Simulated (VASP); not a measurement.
# WC in VASP: single point with PBE

Aim: the single point of WC with PBE.

Program: VASP 6.6.1. These are calculated values, not measurements. Logs are shortened: lines on timing, memory, paths and dates and some standing lists are left out, and cuts for length are marked.

## (1) The cell of the first run

The cell holds a slab with vacuum, 32 atoms: a = 5.844 Å, b = 8.159 Å, c = 21.989 Å, α = 90.00°, β = 90.00°, γ = 110.98°.

## (2) Single point, PBE

Contents of INCAR:

```
SYSTEM = WC
PREC     = Accurate       ! precision mode
ENCUT    = 520            ! plane-wave cutoff, eV
EDIFF    = 1E-6           ! SCF threshold, eV
ISMEAR   = 0              ! smearing method
SIGMA    = 0.1            ! smearing width, eV
LREAL    = Auto         
LASPH    = .TRUE.         ! aspherical terms in the spheres
NELM     = 60             ! most SCF steps
ALGO     = Fast           ! electronic algorithm
ISIF     = 2              ! what is computed and relaxed
LWAVE    = .FALSE.        ! write WAVECAR
LCHARG   = .TRUE.         ! write CHGCAR
LDIPOL   = .TRUE.       
IDIPOL   = 3            
DIPOL    = 0.5 0.5 0.500
GGA      = PE             ! functional
LELF     = .TRUE.         ! ELF
LVHAR    = .TRUE.       
LVACPOTAV= .TRUE.       
ISYM     = 0            
NBANDS   = 166            ! bands
```

Contents of KPOINTS:

```
regular mesh
0
G
  4 3 1
  0 0 0
```

Contents of POSCAR:

```
WC
1.0
    5.8435433042      0.0000000000      0.0000000000
   -2.9217716521      7.6179795902      0.0000000000
    0.0000000000      0.0000000000     21.9891954558
W C
16 16
Direct
    0.8603250660      0.7206501321      0.3638150389
    0.8603250660      0.2206501321      0.3638150389
    0.3603250661      0.7206501321      0.3638150389
    0.3603250661      0.2206501321      0.3638150389
    0.7206501321      0.4413002641      0.4498265933
    0.7206501321      0.9413002641      0.4498265933
    0.2206501320      0.4413002641      0.4498265933
    0.2206501321      0.9413002641      0.4498265933
    0.5811635782      0.1617894284      0.5364288687
    0.5811635782      0.6617894284      0.5364288687
    0.0811635782      0.1617894284      0.5364288687
    0.0811635782      0.6617894284      0.5364288687
    0.4382888324      0.8763893980      0.6207277995
    0.4382888324      0.3763893980      0.6207277995
    0.9382888324      0.8763893980      0.6207277995
    0.9382888324      0.3763893980      0.6207277995
    0.0037125770      0.0074251541      0.3781502980
    0.0037125770      0.5074251541      0.3781502980
    0.5037125771      0.0074251541      0.3781502980
    0.5037125771      0.5074251541      0.3781502980
    0.8640376430      0.7280752861      0.4641618523
    0.8640376430      0.2280752861      0.4641618523
    0.3640376431      0.7280752861      0.4641618523
    0.3640376431      0.2280752861      0.4641618523
    0.7236658930      0.4465478386      0.5495758583
    0.7236658930      0.9465478386      0.5495758583
    0.2236658930      0.4465478386      0.5495758583
    0.2236658930      0.9465478386      0.5495758583
    0.5920140243      0.1831261406      0.6336719462
    0.5920140243      0.6831261406      0.6336719462
    0.0920140243      0.1831261406      0.6336719462
    0.0920140243      0.6831261406      0.6336719462
```

Potentials or basis: VASP PAW PBE potentials, release 64 (W_sv, C).

Run with:

```console
cat potpaw_PBE.64/W_sv/POTCAR potpaw_PBE.64/C/POTCAR > POTCAR
mpirun -np 1 vasp_std > vasp.out
```

OUTCAR:

```text
SYSTEM = WC
   PREC = Accurate
   ENCUT = 520
   EDIFF = 1E-6
   ISMEAR = 0
   LREAL = Auto
   LASPH = .TRUE.
   NELM = 60
   ISIF = 2
   GGA = PE
   ISYM = 0

 ion  position               nearest neighbor table
   1  0.860  0.721  0.364-  21 2.21  20 2.21  17 2.21  18 2.21   5 2.85   3 2.92   6 2.92   8 2.92
                             3 2.92
   2  0.860  0.221  0.364-  22 2.21  19 2.21  18 2.21  17 2.21   6 2.85   4 2.92   5 2.92   7 2.92
                             4 2.92
   3  0.360  0.721  0.364-  23 2.21  19 2.21  20 2.21  18 2.21   7 2.85   1 2.92   6 2.92   8 2.92
                             1 2.92
   4  0.360  0.221  0.364-  24 2.21  20 2.21  19 2.21  17 2.21   8 2.85   2 2.92   5 2.92   7 2.92
                             2 2.92
   5  0.721  0.441  0.450-  25 2.19  18 2.21  22 2.21  21 2.21  20 2.21  24 2.21   1 2.85   9 2.86
                             7 2.92   2 2.92   4 2.92   7 2.92  10 2.93  12 2.93
   6  0.721  0.941  0.450-  26 2.19  17 2.21  21 2.21  22 2.21  19 2.21  23 2.21   2 2.85  10 2.86
                             1 2.92   3 2.92   8 2.92   8 2.92   9 2.93  11 2.93
   7  0.221  0.441  0.450-  27 2.19  23 2.21  18 2.21  22 2.21  20 2.21  24 2.21   3 2.85  11 2.86
                             5 2.92   2 2.92   4 2.92   5 2.92  12 2.93  10 2.93
   8  0.221  0.941  0.450-  28 2.19  24 2.21  19 2.21  23 2.21  17 2.21  21 2.21   4 2.85  12 2.86
                             3 2.92   6 2.92   6 2.92   1 2.92  11 2.93   9 2.93
   9  0.581  0.162  0.536-  29 2.14  25 2.19  28 2.21  26 2.22  22 2.22  24 2.22   5 2.86  13 2.86
[... 17 lines left out ...]
  19  0.504  0.007  0.378-   2 2.21   6 2.21   8 2.21   3 2.21   4 2.21
  20  0.504  0.507  0.378-   1 2.21   5 2.21   4 2.21   3 2.21   7 2.21
  21  0.864  0.728  0.464-   1 2.21   6 2.21   5 2.21   8 2.21  10 2.22  12 2.22
  22  0.864  0.228  0.464-   2 2.21   5 2.21   6 2.21   7 2.21   9 2.22  11 2.22
  23  0.364  0.728  0.464-   3 2.21   7 2.21   6 2.21   8 2.21  12 2.22  10 2.22
  24  0.364  0.228  0.464-   4 2.21   8 2.21   5 2.21   7 2.21  11 2.22   9 2.22
  25  0.724  0.447  0.550-   9 2.19   5 2.19  16 2.21  14 2.21  12 2.21  10 2.22
  26  0.724  0.947  0.550-  10 2.19   6 2.19  15 2.21  13 2.21  11 2.21   9 2.22
  27  0.224  0.447  0.550-  11 2.19   7 2.19  14 2.21  16 2.21  10 2.21  12 2.22
  28  0.224  0.947  0.550-  12 2.19   8 2.19  13 2.21  15 2.21   9 2.21  11 2.22
  29  0.592  0.183  0.634-  16 2.09  14 2.09   9 2.14  13 2.35
  30  0.592  0.683  0.634-  15 2.09  13 2.09  10 2.14  14 2.35
  31  0.092  0.183  0.634-  14 2.09  16 2.09  11 2.14  15 2.35
  32  0.092  0.683  0.634-  13 2.09  15 2.09  12 2.14  16 2.35

IMPORTANT INFORMATION: All symmetrisations will be switched off!
NOSYMM: (Re-)initialisation of all symmetry stuff for point group C_1.

----------------------------------------------------------------------------------------

                                     Primitive cell

  volume of cell :     978.8709

  direct lattice vectors                    reciprocal lattice vectors
     5.843543304  0.000000000  0.000000000     0.171129048  0.065634201  0.000000000
    -2.921771652  7.617979590  0.000000000     0.000000000  0.131268401  0.000000000
     0.000000000  0.000000000 21.989195456     0.000000000  0.000000000  0.045476880

  length of vectors
     5.843543304  8.159066284 21.989195456     0.183283931  0.131268401  0.045476880

  position of ions in fractional coordinates (direct lattice)
     0.860325066  0.720650132  0.363815039
     0.860325066  0.220650132  0.363815039
     0.360325066  0.720650132  0.363815039
     0.360325066  0.220650132  0.363815039
     0.720650132  0.441300264  0.449826593
     0.720650132  0.941300264  0.449826593
[... 24 lines left out ...]
     0.092014024  0.183126141  0.633671946
     0.092014024  0.683126141  0.633671946

  ion indices of the primitive-cell ions
   primitive index   ion index
                 1           1
                 2           2
                 3           3
                 4           4
                 5           5
                 6           6
[... 24 lines left out ...]
                31          31
                32          32

----------------------------------------------------------------------------------------

 KPOINTS: regular mesh

Automatic generation of k-mesh.
 Grid dimensions read from file:
 generate k-points for:    4    3    1

 Generating k-lattice:

  Cartesian coordinates                     Fractional coordinates (reciprocal lattice)
     0.042782262  0.016408550  0.000000000     0.250000000  0.000000000  0.000000000
     0.000000000  0.043756134  0.000000000     0.000000000  0.333333333  0.000000000
     0.000000000  0.000000000  0.045476880     0.000000000  0.000000000  1.000000000

  Length of vectors
     0.045820983  0.043756134  0.045476880

[... 17 lines left out ...]
|                                                                             |
|     Results are often still useful ...                                      |
|                                                                             |
 -----------------------------------------------------------------------------

 WARNING: IBZKPT: internal override: KBLOWUP is changed to .FALSE.
      ... skipping the blow-up phase ...

 Subroutine IBZKPT returns following result:
 ===========================================

 Found      7 irreducible k-points:

 Following reciprocal coordinates:
            Coordinates               Weight
  0.000000  0.000000  0.000000      1.000000
  0.250000 -0.000000  0.000000      2.000000
  0.500000 -0.000000  0.000000      1.000000
  0.000000  0.333333  0.000000      2.000000
  0.250000  0.333333  0.000000      2.000000
  0.500000  0.333333  0.000000      2.000000
 -0.250000  0.333333  0.000000      2.000000
   k-points           NKPTS =      7   k-points in BZ     NKDIM =      7   number of bands    NBANDS=    166
   number of dos      NEDOS =    301   number of ions     NIONS =     32
   total plane-waves  NPLWV = 516096
   dimension x,y,z NGX =    48 NGY =   64 NGZ =  168
   dimension x,y,z NGXF=    96 NGYF=  128 NGZF=  336
   ions per type =              16  16
   NGX,Y,Z   is equivalent  to a cutoff of  13.66, 13.04, 12.70 a.u.
   NGXF,Y,Z  is equivalent  to a cutoff of  27.31, 26.08, 25.40 a.u.
 SYSTEM =  WC
   PREC   = accura    normal or accurate (medium, high low for compatibility)
   ISTART =      0    job   : 0-new  1-cont  2-samecut
   ICHARG =      2    charge: 1-file 2-atom 10-const
   ISPIN  =      1    spin polarized calculation?
   LNONCOLLINEAR =      F non collinear calculations
   LSORBIT =      F    spin-orbit coupling
   LASPH  =      T    aspherical Exc in radial PAW
   ENCUT  =  520.0 eV  38.22 Ry    6.18 a.u.  10.87 15.17 40.89*2*pi/ulx,y,z
   NELM   =     60;   NELMIN=  2; NELMDL= -5     # of ELM steps
   EDIFF  = 0.1E-05   stopping-criterion for ELM
   LREAL  =      T    real-space projection
   EDIFFG = 0.1E-04   stopping-criterion for IOM
   NSW    =      0    number of steps for IOM
   IBRION =     -1    ionic relax: 0-MD 1-quasi-New 2-CG
   NFREE  =      0    steps in history (QN), initial steepest desc. (CG)
   ISIF   =      2    stress and relaxation
   ISYM   =      0    0-nonsym 1-usesym 2-fastsym
   POTIM  = 0.5000    time-step for ionic-motion
   TEBEG  =    0.0;   TEEND  =   0.0 temperature during run
   PSTRESS=    0.0 pullay stress
   NELECT =     288.0000    total number of electrons
   NUPDOWN=      -1.0000    fix difference up-down
   EMIN   =  10.00;   EMAX   =-10.00  energy-range for DOS
   EFERMI =   0.00;   METHOD = LEGACY
   ISMEAR =     0;   SIGMA  =   0.10  broadening in eV -4-tet -1-fermi 0-gaus
   EFERMI_NEDOS =   21; number of points for ismear=-14 and -15
   IALGO  =     68    algorithm
   IMIX   =      4    mixing-type and parameters
     AMIX     =   0.40;   BMIX     =  1.00
     AMIX_MAG =   1.60;   BMIX_MAG =  1.00
  volume/ion in A,a.u.               =      30.59       206.43
  Fermi-wavevector in a.u.,A,eV,Ry     =   1.088839  2.057608 16.130678  1.185571
  Thomas-Fermi vector in A             =   2.225030
   LORBIT       =      0    0 simple, 1 ext, 2 COOP (PROOUT), +10 PAW based schemes
   GGA     = PE    functional components
   LHFCALC =     F    Hartree Fock is set to
   AEXX    =    0.0000 exact exchange contribution
   IVDW    =     0    specifies the selected vdW correction
   LEPSILON=     F    determine dielectric tensor
   LRPA    =     F    only Hartree local field effects (RPA)
 non-spin polarized calculation
 RMM-DIIS sequential band-by-band and
 Gauss-broadening in eV      SIGMA  =   0.10
  energy-cutoff  :      520.00
  volume of cell :      978.87
 maximum number of plane-waves:     26374
 NGX is ok and might be reduce to    48
   NGX = 21   NGY = 31   NGZ = 81

 dipolmoment           0.000000      0.000000     -1.809592 electrons x Angstroem

 number of electron     288.0000001 magnetization

 dipolmoment           0.000000      0.000000      0.089650 electrons x Angstroem

 Free energy of the ion-electron system (eV)
  ---------------------------------------------------
  ext. energy  EPLUGINS =         0.00000000
  ---------------------------------------------------
  free energy    TOTEN  =      -337.62459295 eV

  energy without entropy =     -337.54090417  energy(sigma->0) =     -337.58274856

 E-fermi :   1.0662     XC(G=0):  -5.6960

 val. band max:        1.0520119939   @ k =   0.0000   0.0000   0.0000
 cond. band min:       1.1181802607   @ k =   0.2500   0.3333   0.0000
 fundamental gap:      0.0661682668
 Fermi energy:         1.0661792858

 k-point     1 :       0.0000    0.0000    0.0000
  band No.  band energies     occupation
      1     -73.3016      2.00000
      2     -73.2994      2.00000
      3     -73.2747      2.00000
      4     -73.2747      2.00000
      5     -73.2328      2.00000
      6     -73.2232      2.00000
[... 1102 lines left out ...]
    155       2.4065      0.00000
    156       2.5438      0.00000
 [bands above 156 left out]

------------------------ aborting loop because EDIFF is reached ----------------------------------------

  FORCE on cell =-STRESS in cart. coord.  units (eV):
  Direction    XX          YY          ZZ          XY          YZ          ZX
  --------------------------------------------------------------------------------------
  -------------------------------------------------------------------------------------
  Total      -11.1247136    -46.8119758    -10.7780391     -0.4152412      1.4828756     -0.1024682
  in kB      -18.2084932    -76.6199993    -17.6410701     -0.6796504      2.4271123     -0.1677159
  external PRESSURE =     -37.4898542 kB  Pullay stress =       0.0000000 kB

 VOLUME and BASIS-vectors are now :
 -----------------------------------------------------------------------------
  energy-cutoff  :      520.00
  volume of cell :      978.87
      direct lattice vectors                 reciprocal lattice vectors
     5.843543304  0.000000000  0.000000000     0.171129048  0.065634201  0.000000000
    -2.921771652  7.617979590  0.000000000     0.000000000  0.131268401  0.000000000
     0.000000000  0.000000000 21.989195456     0.000000000  0.000000000  0.045476880

 POSITION                                       TOTAL-FORCE (eV/Angst)
 -----------------------------------------------------------------------------------
      2.92177      5.48990      8.00000         0.007543     -0.219780      1.728875
      4.38266      1.68091      8.00000         0.007548     -0.219787      1.728901
      0.00000      5.48990      8.00000         0.007542     -0.219784      1.728874
      1.46089      1.68091      8.00000         0.007540     -0.219782      1.728889
      2.92177      3.36182      9.89132        -0.007421      0.121732     -0.599961
      1.46089      7.17081      9.89132        -0.007415      0.121696     -0.599963
[... 24 lines left out ...]
      0.00264      1.39505     13.93394         0.003507     -0.027319      0.046529
     -1.45825      5.20404     13.93394         0.003507     -0.027317      0.046532
 -----------------------------------------------------------------------------------
    total drift:                               -0.004084     -0.011357     -0.032486

  FREE ENERGIE OF THE ION-ELECTRON SYSTEM (eV)
  ---------------------------------------------------
  free  energy   TOTEN  =      -337.6245929462 eV

  energy  without entropy=     -337.5409041696  energy(sigma->0) =     -337.58274856

 vacuum level on the upper side and lower side of the slab         5.523         5.159
```

Run time: 2 h. Hardware: 1 thread of Oxide Virtual Turin-like, shared host; peak memory 1.4 GiB.

What came out:

```yaml
Free_energy: -337.6246 eV
Largest_force: 1.743 eV/Å
Band_gap_on_the_k_mesh: zero (bands 144 and 145 overlap by 0.68 eV)
```

Forces on the atoms (eV/Å):
```
W    0.008 -0.220  1.729
W    0.008 -0.220  1.729
W    0.008 -0.220  1.729
W    0.008 -0.220  1.729
W   -0.007  0.122 -0.600
W   -0.007  0.122 -0.600
W   -0.007  0.122 -0.600
W   -0.007  0.122 -0.600
W    0.001  0.005 -0.005
W    0.001  0.004 -0.005
W    0.001  0.005 -0.005
W    0.001  0.004 -0.005
W   -0.001  0.023  0.035
W   -0.001  0.023  0.035
W   -0.001  0.023  0.035
W   -0.001  0.023  0.035
C    0.006  0.019 -0.366
C    0.006  0.019 -0.366
C    0.006  0.019 -0.366
C    0.006  0.019 -0.366
C   -0.007  0.076 -0.846
C   -0.007  0.076 -0.846
C   -0.007  0.076 -0.846
C   -0.007  0.076 -0.846
C   -0.002  0.002  0.007
C   -0.002  0.002  0.007
C   -0.002  0.002  0.007
C   -0.002  0.002  0.007
C    0.004 -0.027  0.047
C    0.004 -0.027  0.047
C    0.004 -0.027  0.047
C    0.004 -0.027  0.047
```

Levels at points of the mesh, in eV from the Fermi level:
| k point | band 141 | band 142 | band 143 | band 144 | band 145 | band 146 | band 147 | band 148 |
| --- | --- | --- | --- | --- | --- | --- | --- | --- |
| (0.00, 0.00, 0.00) | -0.50 | -0.01 | 0.25 | 0.38 | 0.38 | 0.56 | 0.72 | 0.80 |
| (0.50, 0.00, 0.00) | -0.74 | -0.74 | -0.30 | -0.30 | -0.30 | -0.30 | 0.26 | 0.26 |

Caveat: spin-orbit coupling is left out, which moves the levels of the heavy elements.

The gap in the log of VASP goes by the Fermi energy; the results here count the filled bands.